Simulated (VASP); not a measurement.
# SrO: vibrations by perturbation theory with PBEsol

The system is SrO.

```
Sr O
1.0
     0.00000    2.56144    2.56144
     2.56144    0.00000    2.56144
     2.56144    2.56144    0.00000
Sr O
1 1
Direct
  0.50000 0.50000 0.50000
  0.00000 0.00000 0.00000
```

```json
{
 "Program": "VASP 6.6.1",
 "Task": "vibrations by perturbation theory",
 "Functional": "PBEsol",
 "Potentials or basis": "VASP PAW PBE potentials, release 64 (Sr_sv, O)",
 "Cutoff": "520 eV",
 "k mesh": "8 × 8 × 8",
 "Occupations": "gaussian, width 0.01 eV",
 "Spin": "no spin polarisation",
 "Dipole correction": "no",
 "Further INCAR settings": "ALGO = Normal; EDIFF = 1e-08; IBRION = 8; NSW = 1"
}
```

```json
{"Electronic dielectric tensor (diagonal)": "3.89", "Born charges (mean of the diagonal)": "Sr +2.46; O -2.46 e", "Highest phonon frequency at Γ, LO-TO splitting left out": "210 cm⁻¹"}
```

Phonon frequencies in cm⁻¹ (negative: imaginary):
| q point | frequencies |
| --- | --- |
| (0.000, 0.000, 0.000) | 0 0 0 210 210 210 |

Electronic dielectric tensor:
```
3.89 0.00 0.00
0.00 3.89 0.00
0.00 0.00 3.89
```

Born effective charge tensors (e):
atom 1, Sr
```
2.46 0.00 0.00
0.00 2.46 0.00
0.00 0.00 2.46
```
atom 2, O
```
-2.46  0.00  0.00
 0.00 -2.46  0.00
 0.00  0.00 -2.46
```

Run time: 3 min on 1 thread of Intel(R) Xeon(R) 6975P-C (Granite Rapids) (shared host), peak memory 0.22 GiB.
